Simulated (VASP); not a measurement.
Crystal: BeS.

```
Be S
1.0
     0.00000    2.42500    2.42500
     2.42500    0.00000    2.42500
     2.42500    2.42500    0.00000
Be S
1 1
Direct
  0.00000 0.00000 0.00000
  0.75000 0.75000 0.75000
```

Base run:

- Program: VASP 6.6.1
- Functional: PBE
- Potentials or basis: VASP PAW PBE potentials, release 64 (Be, S)
- Cutoff: 600 eV
- k mesh: 8 × 8 × 8
- Occupations: gaussian, width 0.05 eV
- Spin: no spin polarisation

Its results: band gap on the k mesh 3.11 eV (least direct gap 5.67 eV); pressure 1.6 GPa.

The run is repeated on the same cell with these changes: dispersion from none to D3(BJ). What comes out?

Band gap on the k mesh 3.11 eV (least direct gap 5.67 eV); pressure -2.0 GPa.

Dispersion adds attraction, which lowers the pressure at fixed volume and, as a term added to the energy, leaves the levels alone.

Caveats: three body term missing (at least some runs).

A k mesh can miss the band edges.
